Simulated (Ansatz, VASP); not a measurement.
Two plane-wave programs on NaCl

The input POSCAR:

```
NaCl
1.0
    3.4595458397      0.0000000000      0.0000000000
    0.0000000000      3.4595458397      0.0000000000
    0.0000000000      0.0000000000      3.4595458397
Na Cl
1 1
Direct
    0.0000000000      0.0000000000      0.0000000000
    0.5000000000      0.5000000000      0.5000000000
```

Contents of INCAR.step1:

```
ALGO = Normal ; EDIFF = 1E-5
ENCUT = 520 ; GGA = PE
ISIF = 2 ; ISMEAR = 0
LASPH = T ; LCHARG = F
LREAL = F ; LWAVE = T
NBANDS = 14 ; NELM = 80
PREC = Accurate ; SIGMA = 0.01
```

Contents of INCAR.step2:

```
ALGO = Normal ; EDIFF = 1E-6
ENCUT = 520 ; GGA = PE
HFSCREEN = 0.2079 ; ISIF = 2
ISMEAR = 0 ; ISTART = 1
LASPH = T ; LCHARG = F
LHFCALC = T ; LREAL = F
LWAVE = F ; NBANDS = 14
NELM = 80 ; PREC = Accurate
PRECFOCK = Normal ; SIGMA = 0.01
```

The input KPOINTS:

```
k-points
0
Gamma
  3 3 3
```

Input for Ansatz:

```yaml
crystal:
  lattice:
    - [3.4595458397, 0.0, 0.0]
    - [0.0, 3.4595458397, 0.0]
    - [0.0, 0.0, 3.4595458397]
  atoms:
    - { symbol: Na, position: [0.0, 0.0, 0.0] }
    - { symbol: Cl, position: [0.5, 0.5, 0.5] }
kpoints:
  mp_grid: { grid: [3, 3, 3] }
hamiltonian:
  xc: hse06
scf:
  occupations: { method: fixed }
  n_extra_bands: 4
output:
  forces: true
  stress: true
  eigenvalues: true
```

Alike in both runs: task single point; functional HSE06; k mesh 3 × 3 × 3; no spin polarisation.

```csv
,VASP,Ansatz
version,VASP 6.6.1,Ansatz 0.2.0
potentials or method,"VASP PAW PBE potentials, release 64 (Na_pv, Cl)",plane waves
plane-wave cutoff (eV),520,420
occupations,"gaussian, width 0.01 eV",fixed
valence electrons in the cell,14,16
```

```tsv
	VASP	Ansatz	Ansatz less VASP
gap on the k mesh at the Fermi level (eV)	5.58	5.59	+0.001
pressure (GPa)	1.0	1.1	+0.07
```

VASP's potentials hold 14 valence electrons a cell and Ansatz's 16, so a difference there can come from the potentials and not from the codes. Ansatz's warnings: stress exchange threshold loose, stress scf threshold loose.

The k mesh is coarse, so the values compare programs but aren't converged.
